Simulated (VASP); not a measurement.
# TiO2 (I4_1/amd) in VASP: a series of runs

The runs below take TiO2 through single point, with r2SCAN+rVV10.

All numbers are computed with VASP 6.6.1; they aren't measurements. Logs are shortened: lines on timing, memory, paths and dates and some standing lists are left out, and cuts for length are marked.

## 1. The cell of the first run

It takes space group I4_1/amd (No. 141, tetragonal). Conventional cell: a = 3.733 Å, b = 3.733 Å, c = 9.386 Å, α = 90.00°, β = 90.00°, γ = 90.00°. Within 2.5 Å of Ti (site symmetry -4m2) lie 6 O at 1.91 to 1.95 Å. Within 2.5 Å of O (site symmetry 2mm) lie 3 Ti at 1.91 to 1.95 Å and 2 O at 2.43 Å.

## 2. Single point, r2SCAN+rVV10

POSCAR reads:

```
TiO2
1.0
   -1.8665279463      1.8665279463      4.6930042805
    1.8665279463     -1.8665279463      4.6930042805
    1.8665279463      1.8665279463     -4.6930042805
Ti O
2 4
Direct
    0.7500000000      0.2500000000      0.5000000000
    0.0000000000      0.0000000000      0.0000000000
    0.7919000000      0.7919000000      0.0000000000
    0.5419000000      0.0419000000      0.5000000000
    0.9581000000      0.4581000000      0.5000000000
    0.2081000000      0.2081000000      0.0000000000
```

INCAR.step1 reads:

```
PREC = Accurate
ENCUT = 520
ISMEAR = -1
SIGMA = 0.05
LREAL = F
LASPH = T
NELM = 80
NBANDS = 33
GGA = PE
ALGO = Normal
EDIFF = 1E-4
LWAVE = T
LCHARG = F
```

INCAR.step2 reads:

```
PREC = Accurate
ENCUT = 520
EDIFF = 1E-6
ISMEAR = -1
SIGMA = 0.05
LREAL = F
LASPH = T
NELM = 80
ALGO = Normal
ISIF = 2
LWAVE = F
LCHARG = F
METAGGA = R2SCAN
LMIXTAU = T
LUSE_VDW = T
IVDW_NL = 2
BPARAM = 11.95
CPARAM = 0.0093
NBANDS = 33
ISTART = 1
```

KPOINTS reads:

```
Automatic mesh
0
Gamma
  10 10 10
```

Potentials or basis: VASP PAW PBE potentials, release 64 (Ti_sv, O).

The run is started by

```console
cat potpaw_PBE.64/Ti_sv/POTCAR potpaw_PBE.64/O/POTCAR > POTCAR
cp INCAR.step1 INCAR
mpirun -np 1 vasp_std > vasp.out
cp INCAR.step2 INCAR
mpirun -np 1 vasp_std > vasp.out
```

OUTCAR:

```text
PREC = Accurate
   ENCUT = 520
   EDIFF = 1E-6
   ISMEAR = -1
   LREAL = F
   LASPH = T
   NELM = 80
   ISIF = 2
   METAGGA = R2SCAN
   IVDW_NL = 2
   BPARAM = 11.95
   ISTART = 1

 ion  position               nearest neighbor table
   1  0.750  0.250  0.500-   3 1.91   6 1.91   3 1.91   6 1.91   5 1.95   4 1.95
   2  0.000  0.000  0.000-   4 1.91   5 1.91   4 1.91   5 1.91   3 1.95   6 1.95
   3  0.792  0.792  0.000-   1 1.91   1 1.91   2 1.95
   4  0.542  0.042  0.500-   2 1.91   2 1.91   1 1.95
   5  0.958  0.458  0.500-   2 1.91   2 1.91   1 1.95
   6  0.208  0.208  0.000-   1 1.91   1 1.91   2 1.95

  LATTYP: Found a body centered tetragonal cell.
 ALAT       =     3.7330558926
 C/A-ratio  =     2.5142962846

  Lattice vectors:

 A1 = (  -1.8665279463,   1.8665279463,   4.6930042805)
 A2 = (   1.8665279463,  -1.8665279463,   4.6930042805)
 A3 = (   1.8665279463,   1.8665279463,  -4.6930042805)

Analysis of symmetry for initial positions (statically):
=====================================================================
 Subroutine PRICEL returns:
 Original cell was already a primitive cell.

 Routine SETGRP: Setting up the symmetry group for a
 body centered tetragonal supercell.

 Subroutine GETGRP returns: Found 16 space group operations
 (whereof  8 operations were pure point group operations)
 out of a pool of 16 trial point group operations.

The static configuration has the point symmetry D_2d.
 The point group associated with its full space group is D_4h.

Analysis of symmetry for dynamics (positions and initial velocities):
=====================================================================
 Subroutine PRICEL returns:
 Original cell was already a primitive cell.

 Routine SETGRP: Setting up the symmetry group for a
 body centered tetragonal supercell.

 Subroutine GETGRP returns: Found 16 space group operations
 (whereof  8 operations were pure point group operations)
 out of a pool of 16 trial point group operations.

The dynamic configuration has the point symmetry D_2d.
 The point group associated with its full space group is D_4h.

 Subroutine INISYM returns: Found 16 space group operations
 (whereof  8 operations are pure point group operations),
 and found     1 'primitive' translations

----------------------------------------------------------------------------------------

                                     Primitive cell

  volume of cell :      65.4003

  direct lattice vectors                    reciprocal lattice vectors
    -1.866527946  1.866527946  4.693004281     0.000000000  0.267877050  0.106541561
     1.866527946 -1.866527946  4.693004281     0.267877050  0.000000000  0.106541561
     1.866527946  1.866527946 -4.693004281     0.267877050  0.267877050  0.000000000

  length of vectors
     5.384435191  5.384435191  5.384435191     0.288286694  0.288286694  0.378835357

  position of ions in fractional coordinates (direct lattice)
     0.750000000  0.250000000  0.500000000
     0.000000000  0.000000000  0.000000000
     0.791900000  0.791900000  0.000000000
     0.541900000  0.041900000  0.500000000
     0.958100000  0.458100000  0.500000000
     0.208100000  0.208100000  0.000000000

  ion indices of the primitive-cell ions
   primitive index   ion index
                 1           1
                 2           2
                 3           3
                 4           4
                 5           5
                 6           6

----------------------------------------------------------------------------------------

 KPOINTS: Automatic mesh

Automatic generation of k-mesh.
 Grid dimensions read from file:
 generate k-points for:   10   10   10

 Generating k-lattice:

  Cartesian coordinates                     Fractional coordinates (reciprocal lattice)
     0.000000000  0.026787705  0.010654156     0.100000000  0.000000000  0.000000000
     0.026787705  0.000000000  0.010654156     0.000000000  0.100000000  0.000000000
     0.026787705  0.026787705  0.000000000     0.000000000  0.000000000  0.100000000

  Length of vectors
     0.028828669  0.028828669  0.037883536

  Shift w.r.t. Gamma in fractional coordinates (k-lattice)
     0.000000000  0.000000000  0.000000000

 Subroutine IBZKPT returns following result:
 ===========================================

 Found    102 irreducible k-points:

 Following reciprocal coordinates:
            Coordinates               Weight
  0.000000  0.000000  0.000000      1.000000
  0.100000  0.000000 -0.000000      8.000000
  0.200000  0.000000 -0.000000      8.000000
  0.300000  0.000000  0.000000      8.000000
  0.400000  0.000000 -0.000000      8.000000
  0.500000  0.000000 -0.000000      4.000000
[... 16 lines left out ...]
  0.300000  0.300000 -0.000000      8.000000
  0.400000  0.300000  0.000000     16.000000
 [... further k-points ...]
   k-points           NKPTS =    102   k-points in BZ     NKDIM =    102   number of bands    NBANDS=     33
[... 54 lines left out ...]
   NGX = 19   NGY = 19   NGZ = 19

 number of electron      47.9999997 magnetization

 Free energy of the ion-electron system (eV)
  ---------------------------------------------------
  ext. energy  EPLUGINS =         0.00000000
  ---------------------------------------------------
  free energy    TOTEN  =       -68.46236049 eV

  energy without entropy =      -68.46236049  energy(sigma->0) =      -68.46236049

 E-fermi :   4.6156     XC(G=0): -11.7734

 val. band max:        3.4055840270   @ k =  -0.4000   0.4000   0.0000
 cond. band min:       6.0455556312   @ k =   0.0000   0.0000   0.0000
 fundamental gap:      2.6399716042
 Fermi energy:         4.6155551816

 k-point     1 :       0.0000    0.0000    0.0000
  band No.  band energies     occupation
      1     -54.9685      2.00000
      2     -54.8935      2.00000
      3     -30.4675      2.00000
      4     -30.1704      2.00000
      5     -30.1704      2.00000
      6     -30.0855      2.00000
[... 25 lines left out ...]
     32       9.4386      0.00000
     33       9.4785      0.00000

 k-point     2 :       0.1000    0.0000   -0.0000
  band No.  band energies     occupation
      1     -54.9668      2.00000
      2     -54.8945      2.00000
      3     -30.4645      2.00000
      4     -30.1879      2.00000
      5     -30.1715      2.00000
      6     -30.0926      2.00000
[... 25 lines left out ...]
     32       9.5153      0.00000
     33       9.7844      0.00000

 k-point     3 :       0.2000    0.0000   -0.0000
  band No.  band energies     occupation
      1     -54.9622      2.00000
      2     -54.8977      2.00000
      3     -30.4569      2.00000
      4     -30.2315      2.00000
      5     -30.1742      2.00000
      6     -30.1094      2.00000
[... 25 lines left out ...]
     32       9.8538      0.00000
     33      10.2709      0.00000

 k-point     4 :       0.3000    0.0000    0.0000
  band No.  band energies     occupation
      1     -54.9557      2.00000
      2     -54.9022      2.00000
      3     -30.4482      2.00000
      4     -30.2835      2.00000
      5     -30.1772      2.00000
      6     -30.1253      2.00000
[... 25 lines left out ...]
     32      10.0838      0.00000
     33      10.5851      0.00000

 k-point     5 :       0.4000    0.0000   -0.0000
  band No.  band energies     occupation
      1     -54.9495      2.00000
      2     -54.9070      2.00000
      3     -30.4407      2.00000
      4     -30.3266      2.00000
      5     -30.1793      2.00000
      6     -30.1330      2.00000
[... 604 lines left out ...]
 k-point    22 :      -0.2000    0.2000    0.0000
  band No.  band energies     occupation
      1     -54.9592      2.00000
      2     -54.8985      2.00000
      3     -30.4655      2.00000
      4     -30.2533      2.00000
      5     -30.2010      2.00000
      6     -30.1350      2.00000
[... 25 lines left out ...]
     32      10.7025      0.00000
     33      10.7064      0.00000

 k-point    23 :       0.3000    0.3000   -0.0000
  band No.  band energies     occupation
      1     -54.9400      2.00000
      2     -54.9140      2.00000
      3     -30.4184      2.00000
      4     -30.3479      2.00000
      5     -30.2327      2.00000
      6     -30.1774      2.00000
[... 25 lines left out ...]
     32      10.7538      0.00000
     33      11.5789      0.00000

 k-point    24 :       0.4000    0.3000    0.0000
  band No.  band energies     occupation
      1     -54.9352      2.00000
      2     -54.9173      2.00000
      3     -30.4233      2.00000
      4     -30.3758      2.00000
      5     -30.2362      2.00000
      6     -30.1980      2.00000
[... 25 lines left out ...]
     32      10.7578      0.00000
     33      11.6812      0.00000

 [... further k-points ...]

------------------------ aborting loop because EDIFF is reached ----------------------------------------

  FORCE on cell =-STRESS in cart. coord.  units (eV):
  Direction    XX          YY          ZZ          XY          YZ          ZX
  --------------------------------------------------------------------------------------
  -------------------------------------------------------------------------------------
  Total        4.2637837      4.2637837      4.8433628      0.0000000      0.0000000      0.0000000
  in kB      104.4541766    104.4541766    118.6527060      0.0000000      0.0000000      0.0000000
  external PRESSURE =     109.1870197 kB  Pullay stress =       0.0000000 kB

 VOLUME and BASIS-vectors are now :
 -----------------------------------------------------------------------------
  energy-cutoff  :      520.00
  volume of cell :       65.40
      direct lattice vectors                 reciprocal lattice vectors
    -1.866527946  1.866527946  4.693004281     0.000000000  0.267877050  0.106541561
     1.866527946 -1.866527946  4.693004281     0.267877050  0.000000000  0.106541561
     1.866527946  1.866527946 -4.693004281     0.267877050  0.267877050  0.000000000

 POSITION                                       TOTAL-FORCE (eV/Angst)
 -----------------------------------------------------------------------------------
     -0.00000      1.86653      2.34650         0.000000      0.000000      0.000000
      0.00000      0.00000      0.00000         0.000000      0.000000      0.000000
      0.00000      0.00000      7.43278        -0.000000      0.000000     -0.325199
      0.00000      1.86653      0.39327         0.000000     -0.000000     -0.325199
      0.00000      1.86653      4.29973         0.000000     -0.000000      0.325199
      0.00000      0.00000      1.95323        -0.000000      0.000000      0.325199
 -----------------------------------------------------------------------------------
    total drift:                                0.000000      0.000000     -0.000000

  FREE ENERGIE OF THE ION-ELECTRON SYSTEM (eV)
  ---------------------------------------------------
  free  energy   TOTEN  =       -68.4623604892 eV

  energy  without entropy=      -68.4623604892  energy(sigma->0) =      -68.46236049
```

It took 14 min on 1 thread of Intel Xeon 6975P-C (Granite Rapids), shared host; peak memory 0.58 GiB.

What came out:

| Property | Result |
| --- | --- |
| Free energy | -68.4624 eV |
| Pressure | 10.9 GPa |
| Largest force | 0.325 eV/Å |
| Band gap on the k mesh | 2.64 eV (least direct gap 2.99 eV) |

Forces in eV/Å, atoms in the order of the input:
```
Ti   0.000  0.000  0.000
Ti   0.000  0.000  0.000
O    0.000  0.000 -0.325
O    0.000  0.000 -0.325
O    0.000  0.000  0.325
O    0.000  0.000  0.325
```

Levels at points of the mesh, in eV from the valence-band top:
```tsv
k point	band 20	band 21	band 22	band 23	band 24	band 25	band 26	band 27	band 28	band 29
(0.00, 0.00, 0.00)	-0.81	-0.74	-0.74	-0.52	-0.52	2.64	3.46	4.68	4.68	4.69
(0.50, 0.00, 0.00)	-2.10	-2.08	-1.05	-0.81	-0.67	3.86	4.19	4.20	4.32	4.98
(0.50, 0.50, 0.00)	-2.84	-2.18	-2.18	-0.03	-0.03	3.98	3.98	4.48	4.48	5.64
(0.50, 0.50, 0.50)	-1.42	-1.30	-1.30	-0.11	-0.11	3.03	3.03	4.46	4.46	4.92
```

Caveat: the cell stands under pressure; the PAW data sets were made with another functional, which shifts forces and pressure a little. r2SCAN opens gaps a little over a GGA but as a rule still falls short of measured ones.

## 3. Single point, r2SCAN+rVV10

This run uses another cell than the first one, of 11.13 Å³/atom.

Edit POSCAR of step 2 so:

```diff
@@ -2,5 +2,5 @@
 1.0
-   -1.8665279463      1.8665279463      4.6930042805
-    1.8665279463     -1.8665279463      4.6930042805
-    1.8665279463      1.8665279463     -4.6930042805
+   -1.8794009597      1.8794009597      4.7253708500
+    1.8794009597     -1.8794009597      4.7253708500
+    1.8794009597      1.8794009597     -4.7253708500
 Ti O
```

INCAR.step1 reads:

```
SYSTEM = TiO2
ALGO     = Normal         ! electronic algorithm
EDIFF    = 1E-4           ! SCF threshold, eV
ENCUT    = 520            ! plane-wave cutoff, eV
GGA      = PE             ! functional
ISMEAR   = -1             ! smearing method
LASPH    = .True.         ! aspherical terms in the spheres
LCHARG   = .False.        ! write CHGCAR
LREAL    = .False.        ! projectors in reciprocal space
LWAVE    = .True.         ! write WAVECAR
NBANDS   = 33             ! bands
NELM     = 80             ! most SCF steps
PREC     = Accurate       ! precision mode
SIGMA    = 0.05           ! smearing width, eV
```

INCAR.step2 reads:

```
SYSTEM = TiO2
ALGO     = Normal         ! electronic algorithm
BPARAM   = 11.95        
CPARAM   = 0.0093       
EDIFF    = 1E-6           ! SCF threshold, eV
ENCUT    = 520            ! plane-wave cutoff, eV
ISIF     = 2              ! what is computed and relaxed
ISMEAR   = -1             ! smearing method
ISTART   = 1            
IVDW_NL  = 2            
LASPH    = .True.         ! aspherical terms in the spheres
LCHARG   = .False.        ! write CHGCAR
LMIXTAU  = .True.       
LREAL    = .False.        ! projectors in reciprocal space
LUSE_VDW = .True.       
LWAVE    = .False.        ! write WAVECAR
METAGGA  = R2SCAN         ! meta-GGA
NBANDS   = 33             ! bands
NELM     = 80             ! most SCF steps
PREC     = Accurate       ! precision mode
SIGMA    = 0.05           ! smearing width, eV
```

KPOINTS reads:

```
k-points
0
Gamma
  10 10 10
  0 0 0
```

Potentials or basis: VASP PAW PBE potentials, release 64 (Ti_sv, O).

The run is started by

```console
cat potpaw_PBE.64/Ti_sv/POTCAR potpaw_PBE.64/O/POTCAR > POTCAR
cp INCAR.step1 INCAR
mpirun -np 1 vasp_std > vasp.out
cp INCAR.step2 INCAR
mpirun -np 1 vasp_std > vasp.out
```

Run time: 13 min. Hardware: 1 thread of Intel Xeon 6975P-C (Granite Rapids), shared host; peak memory 0.59 GiB.

Results (log left out):

- Free energy: -68.5340 eV
- Pressure: 5.5 GPa
- Largest force: 0.184 eV/Å
- Band gap on the k mesh: 2.59 eV (least direct gap 2.94 eV)

Forces on the atoms (eV/Å):
```
Ti   0.000  0.000  0.000
Ti   0.000  0.000  0.000
O    0.000  0.000 -0.184
O    0.000  0.000 -0.184
O    0.000  0.000  0.184
O    0.000  0.000  0.184
```

Stress tensor (GPa, compression positive):
```
5.12 0.00 0.00
0.00 5.12 0.00
0.00 0.00 6.21
```

Levels at points of the mesh, in eV from the valence-band top:
| k point | band 20 | band 21 | band 22 | band 23 | band 24 | band 25 | band 26 | band 27 | band 28 | band 29 |
| --- | --- | --- | --- | --- | --- | --- | --- | --- | --- | --- |
| (0.00, 0.00, 0.00) | -0.81 | -0.76 | -0.76 | -0.50 | -0.50 | 2.59 | 3.37 | 4.55 | 4.55 | 4.57 |
| (0.50, 0.00, 0.00) | -2.06 | -2.02 | -1.01 | -0.84 | -0.67 | 3.76 | 4.08 | 4.09 | 4.20 | 4.85 |
| (0.50, 0.50, 0.00) | -2.79 | -2.14 | -2.14 | -0.03 | -0.03 | 3.88 | 3.88 | 4.35 | 4.35 | 5.49 |
| (0.50, 0.50, 0.50) | -1.41 | -1.30 | -1.30 | -0.12 | -0.12 | 2.96 | 2.96 | 4.34 | 4.34 | 4.80 |

Caveat: the cell stands under pressure; the PAW data sets were made with another functional, which shifts forces and pressure a little. A k mesh can miss the band edges.

## 4. Single point, r2SCAN+rVV10

This run uses another cell than the first one, of 11.35 Å³/atom.

Edit POSCAR of step 3 so:

```diff
@@ -2,5 +2,5 @@
 1.0
-   -1.8794009597      1.8794009597      4.7253708500
-    1.8794009597     -1.8794009597      4.7253708500
-    1.8794009597      1.8794009597     -4.7253708500
+   -1.8921000000      1.8921000000      4.7573000000
+    1.8921000000     -1.8921000000      4.7573000000
+    1.8921000000      1.8921000000     -4.7573000000
 Ti O
```

INCAR.step1 reads:

```
PREC = Accurate
ENCUT = 520
ISMEAR = -1
SIGMA = 0.05
LREAL = F
LASPH = T
NELM = 80
NBANDS = 33
GGA = PE
ALGO = Normal
EDIFF = 1E-4
LWAVE = T
LCHARG = F
```

INCAR.step2 reads:

```
PREC = Accurate
ENCUT = 520
EDIFF = 1E-7
ISMEAR = -1
SIGMA = 0.05
LREAL = F
LASPH = T
NELM = 80
ALGO = Normal
ISIF = 2
LWAVE = F
LCHARG = F
METAGGA = R2SCAN
LMIXTAU = T
LUSE_VDW = T
IVDW_NL = 2
BPARAM = 11.95
CPARAM = 0.0093
NBANDS = 33
ISTART = 1
```

KPOINTS reads:

```
regular mesh
0
Gamma
  10 10 10
```

The run is started by

```console
cat potpaw_PBE.64/Ti_sv/POTCAR potpaw_PBE.64/O/POTCAR > POTCAR
cp INCAR.step1 INCAR
mpirun -np 1 vasp_std > vasp.out
cp INCAR.step2 INCAR
mpirun -np 1 vasp_std > vasp.out
```

Wall time 16 min (1 thread of Intel Xeon 6975P-C (Granite Rapids), shared host); peak memory 0.65 GiB.

It converged, with:

```yaml
Free_energy: -68.5620 eV
Pressure: 0.6 GPa
Largest_force: 0.055 eV/Å
Band_gap_on_the_k_mesh: 2.53 eV (least direct gap 2.88 eV)
```

Forces in eV/Å, atoms in the order of the input:
```
Ti   0.000  0.000  0.000
Ti   0.000  0.000  0.000
O    0.000  0.000 -0.055
O    0.000  0.000 -0.055
O    0.000  0.000  0.055
O    0.000  0.000  0.055
```

Stress tensor (GPa, compression positive):
```
0.31 0.00 0.00
0.00 0.31 0.00
0.00 0.00 1.08
```

Levels at points of the mesh, in eV from the valence-band top:
```
           k point  band 21  band 22  band 23  band 24  band 25  band 26  band 27  band 28
(0.00, 0.00, 0.00)    -0.78    -0.78    -0.48    -0.48     2.53     3.29     4.42     4.42
(0.50, 0.00, 0.00)    -1.97    -0.98    -0.87    -0.67     3.67     3.97     3.98     4.09
(0.50, 0.50, 0.00)    -2.10    -2.10    -0.03    -0.03     3.77     3.77     4.24     4.24
(0.50, 0.50, 0.50)    -1.30    -1.30    -0.13    -0.13     2.90     2.90     4.22     4.22
```

Caveat: the PAW data sets were made with another functional, which shifts forces and pressure a little.

## 5. The runs side by side

```csv
cell,gap on the mesh (eV),pressure (GPa),largest force (eV/Å)
"a = 5.384 Å, angles 139.4, 139.4, 58.7°, 6 atoms",2.64,10.9,0.33
"a = 5.422 Å, angles 139.4, 139.4, 58.7°, 6 atoms",2.59,5.5,0.18
"a = 5.458 Å, angles 139.4, 139.4, 58.7°, 6 atoms",2.53,0.6,0.06
```

Alike in all rows: task single point; level r2SCAN+rVV10; potentials or basis VASP PAW PBE potentials, release 64 (Ti_sv, O); no spin polarisation; k mesh 10 × 10 × 10; cutoff (eV) 520; smearing fermi-dirac 0.05 eV.

Caveats: the PAW data sets were made with another functional, which shifts forces and pressure a little; the cell stands under pressure (at least some runs).

Total energies depend on the potentials used, so only differences within one code and one set of settings carry meaning.
